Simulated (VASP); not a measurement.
# Sr in VASP: notebook

The runs below take Sr through single point, with PBE.

All numbers are computed with VASP 6.6.1; they aren't measurements. Logs are shortened: lines on timing, memory, paths and dates and some standing lists are left out, and cuts for length are marked.

### Step 1. The cell of the first run

The cell holds a sheet with vacuum, 2 atoms: a = 4.310 Å, b = 4.310 Å, c = 18.000 Å, α = 90.00°, β = 90.00°, γ = 120.00°.

### Step 2. Single point, PBE

File INCAR:

```
SYSTEM = Sr
PREC     = Accurate       ! precision mode
ENCUT    = 400            ! plane-wave cutoff, eV
EDIFF    = 1E-6           ! SCF threshold, eV
ISMEAR   = 0              ! smearing method
SIGMA    = 0.1            ! smearing width, eV
LREAL    = .FALSE.        ! projectors in reciprocal space
LASPH    = .TRUE.         ! aspherical terms in the spheres
NELM     = 120            ! most SCF steps
ALGO     = Normal         ! electronic algorithm
ISIF     = 2              ! what is computed and relaxed
LWAVE    = .FALSE.        ! write WAVECAR
LCHARG   = .FALSE.        ! write CHGCAR
LDIPOL   = .TRUE.       
IDIPOL   = 3            
DIPOL    = 0.5 0.5 0.500
GGA      = PE             ! functional
NBANDS   = 17             ! bands
GGA_COMPAT= .FALSE.      
NELMDL   = -8
```

File KPOINTS:

```
Automatic mesh
0
G
  6 6 1
  0 0 0
```

File POSCAR:

```
Sr
1.0
    4.3100000000      0.0000000000      0.0000000000
   -2.1550000000      3.7325690000      0.0000000000
    0.0000000000      0.0000000000     18.0000000000
Sr
2
Direct
    0.3333333300      0.6666666700      0.4020833300
    0.6666666700      0.3333333300      0.5979166700
```

Potentials or basis: VASP PAW PBE potentials, release 64 (Sr_sv).

Command:

```console
> cat potpaw_PBE.64/Sr_sv/POTCAR > POTCAR
> mpirun -np 1 vasp_std > vasp.out
```

OUTCAR:

```text
SYSTEM = Sr
   PREC = Accurate
   ENCUT = 400
   EDIFF = 1E-6
   ISMEAR = 0
   LREAL = .FALSE.
   LASPH = .TRUE.
   NELM = 120
   ISIF = 2
   GGA = PE
   NELMDL = -8

 ion  position               nearest neighbor table
   1  0.333  0.667  0.402-   2 4.31   2 4.31   2 4.31
   2  0.667  0.333  0.598-   1 4.31   1 4.31   1 4.31

  LATTYP: Found a hexagonal cell.
 ALAT       =     4.3100000000
 C/A-ratio  =     4.1763341067

  Lattice vectors:

 A1 = (   4.3100000000,   0.0000000000,   0.0000000000)
 A2 = (  -2.1550000000,   3.7325690000,   0.0000000000)
 A3 = (   0.0000000000,   0.0000000000,  18.0000000000)

Analysis of symmetry for initial positions (statically):
=====================================================================
 Subroutine PRICEL returns:
 Original cell was already a primitive cell.

 Routine SETGRP: Setting up the symmetry group for a
 hexagonal supercell.

 Subroutine GETGRP returns: Found 12 space group operations
 (whereof 12 operations were pure point group operations)
 out of a pool of 24 trial point group operations.

The static configuration has the point symmetry D_3d.

Analysis of symmetry for dynamics (positions and initial velocities):
=====================================================================
 Subroutine PRICEL returns:
 Original cell was already a primitive cell.

 Routine SETGRP: Setting up the symmetry group for a
 hexagonal supercell.

 Subroutine GETGRP returns: Found 12 space group operations
 (whereof 12 operations were pure point group operations)
 out of a pool of 24 trial point group operations.

The dynamic configuration has the point symmetry D_3d.

 Subroutine INISYM returns: Found 12 space group operations
 (whereof 12 operations are pure point group operations),
 and found     1 'primitive' translations

----------------------------------------------------------------------------------------

                                     Primitive cell

  volume of cell :     289.5727

  direct lattice vectors                    reciprocal lattice vectors
     4.310000000  0.000000000  0.000000000     0.232018561  0.133955997  0.000000000
    -2.155000000  3.732569000  0.000000000     0.000000000  0.267911993  0.000000000
     0.000000000  0.000000000 18.000000000     0.000000000  0.000000000  0.055555556

  length of vectors
     4.310000000  4.309999575 18.000000000     0.267911967  0.267911993  0.055555556

  position of ions in fractional coordinates (direct lattice)
     0.333333330  0.666666670  0.402083330
     0.666666670  0.333333330  0.597916670

  ion indices of the primitive-cell ions
   primitive index   ion index
                 1           1
                 2           2

----------------------------------------------------------------------------------------

 KPOINTS: Automatic mesh

Automatic generation of k-mesh.
 Grid dimensions read from file:
 generate k-points for:    6    6    1

 Generating k-lattice:

  Cartesian coordinates                     Fractional coordinates (reciprocal lattice)
     0.038669760  0.022325999  0.000000000     0.166666667  0.000000000  0.000000000
     0.000000000  0.044651999  0.000000000     0.000000000  0.166666667  0.000000000
     0.000000000  0.000000000  0.055555556     0.000000000  0.000000000  1.000000000

  Length of vectors
     0.044651994  0.044651999  0.055555556

  Shift w.r.t. Gamma in fractional coordinates (k-lattice)
     0.000000000  0.000000000  0.000000000

 Subroutine IBZKPT returns following result:
 ===========================================

 Found      7 irreducible k-points:

 Following reciprocal coordinates:
            Coordinates               Weight
  0.000000  0.000000  0.000000      1.000000
  0.166667 -0.000000  0.000000      6.000000
  0.333333  0.000000  0.000000      6.000000
  0.500000  0.000000  0.000000      3.000000
  0.166667  0.166667  0.000000      6.000000
  0.333333  0.166667  0.000000     12.000000
  0.333333  0.333333  0.000000      2.000000
   k-points           NKPTS =      7   k-points in BZ     NKDIM =      7   number of bands    NBANDS=     17
   number of dos      NEDOS =    301   number of ions     NIONS =      2
   total plane-waves  NPLWV =  94080
   dimension x,y,z NGX =    28 NGY =   28 NGZ =  120
   dimension x,y,z NGXF=    56 NGYF=   56 NGZF=  240
   ions per type =               2
   NGX,Y,Z   is equivalent  to a cutoff of  10.80, 10.80, 11.08 a.u.
   NGXF,Y,Z  is equivalent  to a cutoff of  21.60, 21.60, 22.17 a.u.
 SYSTEM =  Sr
   PREC   = accura    normal or accurate (medium, high low for compatibility)
   ISTART =      0    job   : 0-new  1-cont  2-samecut
   ICHARG =      2    charge: 1-file 2-atom 10-const
   ISPIN  =      1    spin polarized calculation?
   LNONCOLLINEAR =      F non collinear calculations
   LSORBIT =      F    spin-orbit coupling
   LASPH  =      T    aspherical Exc in radial PAW
   ENCUT  =  400.0 eV  29.40 Ry    5.42 a.u.   7.03  7.03 29.35*2*pi/ulx,y,z
   NELM   =    120;   NELMIN=  2; NELMDL= -8     # of ELM steps
   EDIFF  = 0.1E-05   stopping-criterion for ELM
   LREAL  =      F    real-space projection
   EDIFFG = 0.1E-04   stopping-criterion for IOM
   NSW    =      0    number of steps for IOM
   IBRION =     -1    ionic relax: 0-MD 1-quasi-New 2-CG
   NFREE  =      0    steps in history (QN), initial steepest desc. (CG)
   ISIF   =      2    stress and relaxation
   ISYM   =      2    0-nonsym 1-usesym 2-fastsym
   POTIM  = 0.5000    time-step for ionic-motion
   TEBEG  =    0.0;   TEEND  =   0.0 temperature during run
   PSTRESS=    0.0 pullay stress
   NELECT =      20.0000    total number of electrons
   NUPDOWN=      -1.0000    fix difference up-down
   EMIN   =  10.00;   EMAX   =-10.00  energy-range for DOS
   EFERMI =   0.00;   METHOD = LEGACY
   ISMEAR =     0;   SIGMA  =   0.10  broadening in eV -4-tet -1-fermi 0-gaus
   EFERMI_NEDOS =   21; number of points for ismear=-14 and -15
   IALGO  =     38    algorithm
   IMIX   =      4    mixing-type and parameters
     AMIX     =   0.40;   BMIX     =  1.00
     AMIX_MAG =   1.60;   BMIX_MAG =  1.00
  volume/ion in A,a.u.               =     144.79       977.07
  Fermi-wavevector in a.u.,A,eV,Ry     =   0.671685  1.269301  6.138414  0.451161
  Thomas-Fermi vector in A             =   1.747579
   LORBIT       =      0    0 simple, 1 ext, 2 COOP (PROOUT), +10 PAW based schemes
   GGA     = PE    functional components
   LHFCALC =     F    Hartree Fock is set to
   AEXX    =    0.0000 exact exchange contribution
   IVDW    =     0    specifies the selected vdW correction
   LEPSILON=     F    determine dielectric tensor
   LRPA    =     F    only Hartree local field effects (RPA)
 non-spin polarized calculation
 Gauss-broadening in eV      SIGMA  =   0.10
  energy-cutoff  :      400.00
  volume of cell :      289.57
 maximum number of plane-waves:      5300
   NGX = 15   NGY = 15   NGZ = 59

 dipolmoment           0.000000      0.000000      0.000000 electrons x Angstroem

 number of electron      20.0000001 magnetization

 dipolmoment           0.000000      0.000000     -0.000000 electrons x Angstroem

 Free energy of the ion-electron system (eV)
  ---------------------------------------------------
  ext. energy  EPLUGINS =         0.00000000
  ---------------------------------------------------
  free energy    TOTEN  =        -2.57140686 eV

  energy without entropy =       -2.55644525  energy(sigma->0) =       -2.56392606

 E-fermi :  -0.8158     XC(G=0):  -3.6920

 val. band max:       -0.8780251598   @ k =   0.3333   0.3333   0.0000
 cond. band min:      -0.8066321874   @ k =   0.0000   0.0000   0.0000
 fundamental gap:      0.0713929724
 Fermi energy:        -0.8157763787

 k-point     1 :       0.0000    0.0000    0.0000
  band No.  band energies     occupation
      1     -37.8292      2.00000
      2     -37.8235      2.00000
      3     -19.9109      2.00000
      4     -19.8276      2.00000
      5     -19.6999      2.00000
      6     -19.6999      2.00000
[... 9 lines left out ...]
     16       1.4621      0.00000
     17       1.4622      0.00000

 k-point     2 :       0.1667   -0.0000    0.0000
  band No.  band energies     occupation
      1     -37.8269      2.00000
      2     -37.8219      2.00000
      3     -19.9023      2.00000
      4     -19.8296      2.00000
      5     -19.7317      2.00000
      6     -19.7211      2.00000
[... 9 lines left out ...]
     16       1.6090      0.00000
     17       1.7735      0.00000

 k-point     3 :       0.3333    0.0000    0.0000
  band No.  band energies     occupation
      1     -37.8221      2.00000
      2     -37.8188      2.00000
      3     -19.8840      2.00000
      4     -19.8413      2.00000
      5     -19.7905      2.00000
      6     -19.7826      2.00000
[... 9 lines left out ...]
     16       1.5706      0.00000
     17       1.6980      0.00000

 k-point     4 :       0.5000    0.0000    0.0000
  band No.  band energies     occupation
      1     -37.8194      2.00000
      2     -37.8175      2.00000
      3     -19.8744      2.00000
      4     -19.8578      2.00000
      5     -19.8123      2.00000
      6     -19.8098      2.00000
[... 9 lines left out ...]
     16       1.5822      0.00000
     17       1.5954      0.00000

 k-point     5 :       0.1667    0.1667    0.0000
  band No.  band energies     occupation
      1     -37.8233      2.00000
      2     -37.8195      2.00000
      3     -19.8885      2.00000
      4     -19.8358      2.00000
      5     -19.7677      2.00000
      6     -19.7676      2.00000
[... 9 lines left out ...]
     16       1.6063      0.00000
     17       1.6800      0.00000

 k-point     6 :       0.3333    0.1667    0.0000
  band No.  band energies     occupation
      1     -37.8194      2.00000
      2     -37.8175      2.00000
      3     -19.8723      2.00000
      4     -19.8501      2.00000
      5     -19.8048      2.00000
      6     -19.7961      2.00000
[... 9 lines left out ...]
     16       1.6394      0.00000
     17       1.7984      0.00000

 k-point     7 :       0.3333    0.3333    0.0000
  band No.  band energies     occupation
      1     -37.8175      2.00000
      2     -37.8175      2.00000
      3     -19.8574      2.00000
      4     -19.8574      2.00000
      5     -19.7981      2.00000
      6     -19.7786      2.00000
[... 9 lines left out ...]
     16       1.7295      0.00000
     17       1.7296      0.00000

------------------------ aborting loop because EDIFF is reached ----------------------------------------

 vacuum level on the upper side and lower side of the slab       (xc-potential included)        -0.337        -0.337

  FORCE on cell =-STRESS in cart. coord.  units (eV):
  Direction    XX          YY          ZZ          XY          YZ          ZX
  --------------------------------------------------------------------------------------
  -------------------------------------------------------------------------------------
  Total       -0.2742346     -0.2742345     -0.6699699     -0.0000000      0.0000000      0.0000000
  in kB       -1.5173131     -1.5173127     -3.7068775     -0.0000000      0.0000000      0.0000000
  external PRESSURE =      -2.2471678 kB  Pullay stress =       0.0000000 kB

 VOLUME and BASIS-vectors are now :
 -----------------------------------------------------------------------------
  energy-cutoff  :      400.00
  volume of cell :      289.57
      direct lattice vectors                 reciprocal lattice vectors
     4.310000000  0.000000000  0.000000000     0.232018561  0.133955997  0.000000000
    -2.155000000  3.732569000  0.000000000     0.000000000  0.267911993  0.000000000
     0.000000000  0.000000000 18.000000000     0.000000000  0.000000000  0.055555556

 POSITION                                       TOTAL-FORCE (eV/Angst)
 -----------------------------------------------------------------------------------
     -0.00000      2.48838      7.23750        -0.000000      0.000000      0.185024
      2.15500      1.24419     10.76250         0.000000     -0.000000     -0.185024
 -----------------------------------------------------------------------------------
    total drift:                               -0.000000      0.000000     -0.000000

  FREE ENERGIE OF THE ION-ELECTRON SYSTEM (eV)
  ---------------------------------------------------
  free  energy   TOTEN  =        -2.5714068593 eV

  energy  without entropy=       -2.5564452508  energy(sigma->0) =       -2.56392606

 vacuum level on the upper side and lower side of the slab         1.418         1.418
```

It took 64 s on 1 thread of Intel Xeon 8259CL, shared host; peak memory 0.27 GiB.

What came out:

- Free energy: -2.5714 eV
- Largest force: 0.185 eV/Å
- Band gap on the k mesh: zero (bands 10 and 11 overlap by 0.01 eV)

Forces in eV/Å, atoms in the order of the input:
```
Sr   0.000  0.000  0.185
Sr   0.000  0.000 -0.185
```

### Step 3. Single point, PBE

File INCAR:

```
  ALGO = Normal
  DIPOL = 0.5 0.5 0.500
  EDIFF = 1E-6
  ENCUT = 400
  GGA = PE
  GGA_COMPAT = False
  IDIPOL = 3
  ISIF = 2
  ISMEAR = 0
  LASPH = True
  LCHARG = False
  LDIPOL = True
  LREAL = False
  LWAVE = False
  NBANDS = 17
  NELM = 120
  NELMDL = -8
  PREC = Accurate
  SIGMA = 0.1
```

File KPOINTS:

```
k-points
0
Gamma
  6 6 1
```

POSCAR is that of step 2.

Potentials or basis: VASP PAW PBE potentials, release 64 (Sr_sv).

Command:

```console
> cat potpaw_PBE.64/Sr_sv/POTCAR > POTCAR
> mpirun -np 1 vasp_std > vasp.out
```

OUTCAR:

```text
EDIFF = 1E-6
   ENCUT = 400
   GGA = PE
   ISIF = 2
   ISMEAR = 0
   LASPH = True
   LREAL = False
   NELM = 120
   NELMDL = -8
   PREC = Accurate

 ion  position               nearest neighbor table
   1  0.333  0.667  0.402-   2 4.31   2 4.31   2 4.31
   2  0.667  0.333  0.598-   1 4.31   1 4.31   1 4.31

  LATTYP: Found a hexagonal cell.
 ALAT       =     4.3100000000
 C/A-ratio  =     4.1763341067

  Lattice vectors:

 A1 = (   4.3100000000,   0.0000000000,   0.0000000000)
 A2 = (  -2.1550000000,   3.7325690000,   0.0000000000)
 A3 = (   0.0000000000,   0.0000000000,  18.0000000000)

Analysis of symmetry for initial positions (statically):
=====================================================================
 Subroutine PRICEL returns:
 Original cell was already a primitive cell.

 Routine SETGRP: Setting up the symmetry group for a
 hexagonal supercell.

 Subroutine GETGRP returns: Found 12 space group operations
 (whereof 12 operations were pure point group operations)
 out of a pool of 24 trial point group operations.

The static configuration has the point symmetry D_3d.

Analysis of symmetry for dynamics (positions and initial velocities):
=====================================================================
 Subroutine PRICEL returns:
 Original cell was already a primitive cell.

 Routine SETGRP: Setting up the symmetry group for a
 hexagonal supercell.

 Subroutine GETGRP returns: Found 12 space group operations
 (whereof 12 operations were pure point group operations)
 out of a pool of 24 trial point group operations.

The dynamic configuration has the point symmetry D_3d.

 Subroutine INISYM returns: Found 12 space group operations
 (whereof 12 operations are pure point group operations),
 and found     1 'primitive' translations

----------------------------------------------------------------------------------------
[... 98 lines left out ...]
  Thomas-Fermi vector in A             =   1.747579
   LORBIT       =      0    0 simple, 1 ext, 2 COOP (PROOUT), +10 PAW based schemes
   GGA     = PE    functional components
   LHFCALC =     F    Hartree Fock is set to
   AEXX    =    0.0000 exact exchange contribution
   IVDW    =     0    specifies the selected vdW correction
   LEPSILON=     F    determine dielectric tensor
   LRPA    =     F    only Hartree local field effects (RPA)
 non-spin polarized calculation
 Gauss-broadening in eV      SIGMA  =   0.10
  energy-cutoff  :      400.00
  volume of cell :      289.57
 maximum number of plane-waves:      5300
   NGX = 15   NGY = 15   NGZ = 59

 dipolmoment           0.000000      0.000000      0.000000 electrons x Angstroem

 number of electron      20.0000001 magnetization

 dipolmoment           0.000000      0.000000     -0.000000 electrons x Angstroem

 Free energy of the ion-electron system (eV)
  ---------------------------------------------------
  ext. energy  EPLUGINS =         0.00000000
  ---------------------------------------------------
  free energy    TOTEN  =        -2.57140686 eV

  energy without entropy =       -2.55644525  energy(sigma->0) =       -2.56392606

 E-fermi :  -0.8158     XC(G=0):  -3.6920

 val. band max:       -0.8780251598   @ k =   0.3333   0.3333   0.0000
 cond. band min:      -0.8066321874   @ k =   0.0000   0.0000   0.0000
 fundamental gap:      0.0713929724
 Fermi energy:        -0.8157763787

 k-point     1 :       0.0000    0.0000    0.0000
  band No.  band energies     occupation
      1     -37.8292      2.00000
      2     -37.8235      2.00000
      3     -19.9109      2.00000
      4     -19.8276      2.00000
      5     -19.6999      2.00000
      6     -19.6999      2.00000
[... 117 lines left out ...]
      4     -19.8574      2.00000
      5     -19.7981      2.00000
      6     -19.7786      2.00000
[... 9 lines left out ...]
     16       1.7295      0.00000
     17       1.7296      0.00000

------------------------ aborting loop because EDIFF is reached ----------------------------------------

 vacuum level on the upper side and lower side of the slab       (xc-potential included)        -0.337        -0.337

  FORCE on cell =-STRESS in cart. coord.  units (eV):
  Direction    XX          YY          ZZ          XY          YZ          ZX
  --------------------------------------------------------------------------------------
  -------------------------------------------------------------------------------------
  Total       -0.2742346     -0.2742345     -0.6699699     -0.0000000      0.0000000      0.0000000
  in kB       -1.5173131     -1.5173127     -3.7068775     -0.0000000      0.0000000      0.0000000
  external PRESSURE =      -2.2471678 kB  Pullay stress =       0.0000000 kB

 VOLUME and BASIS-vectors are now :
 -----------------------------------------------------------------------------
  energy-cutoff  :      400.00
  volume of cell :      289.57
      direct lattice vectors                 reciprocal lattice vectors
     4.310000000  0.000000000  0.000000000     0.232018561  0.133955997  0.000000000
    -2.155000000  3.732569000  0.000000000     0.000000000  0.267911993  0.000000000
     0.000000000  0.000000000 18.000000000     0.000000000  0.000000000  0.055555556

 POSITION                                       TOTAL-FORCE (eV/Angst)
 -----------------------------------------------------------------------------------
     -0.00000      2.48838      7.23750        -0.000000      0.000000      0.185024
      2.15500      1.24419     10.76250         0.000000     -0.000000     -0.185024
 -----------------------------------------------------------------------------------
    total drift:                               -0.000000      0.000000     -0.000000

  FREE ENERGIE OF THE ION-ELECTRON SYSTEM (eV)
  ---------------------------------------------------
  free  energy   TOTEN  =        -2.5714068593 eV

  energy  without entropy=       -2.5564452508  energy(sigma->0) =       -2.56392606

 vacuum level on the upper side and lower side of the slab         1.418         1.418
```

stdout:

```text
POSCAR found type information on POSCAR Sr
 POSCAR found :  1 types and       2 ions
 scaLAPACK will be used
 LDA part: xc-table for (Slater+PW92), standard interpolation
 POSCAR, INCAR and KPOINTS ok, starting setup
 FFT: planning ... GRIDC
 FFT: planning ... GRID_SOFT
 FFT: planning ... GRID
 WAVECAR not read
 entering main loop
```

Run time: 62 s. Hardware: 1 thread of Intel Xeon 8259CL, shared host; peak memory 0.28 GiB.

What came out:

```yaml
Free_energy: -2.5714 eV
Largest_force: 0.185 eV/Å
Band_gap_on_the_k_mesh: zero (bands 10 and 11 overlap by 0.01 eV)
```

Forces on the atoms (eV/Å):
```
Sr   0.000  0.000  0.185
Sr   0.000  0.000 -0.185
```

Levels at points of the mesh, in eV from the Fermi level:
```csv
k point,band 6,band 7,band 8,band 9,band 10,band 11,band 12,band 13,band 14,band 15
"(0.00, 0.00, 0.00)",-18.88,-18.87,-18.87,-3.25,-2.11,0.01,0.55,1.40,2.14,2.14
"(0.50, 0.00, 0.00)",-18.99,-18.92,-18.90,-0.87,-0.60,0.19,0.57,0.59,1.34,2.00
```

(Part 1 of 2 ends here.)

The gap in the log of VASP goes by the Fermi energy; the results here count the filled bands.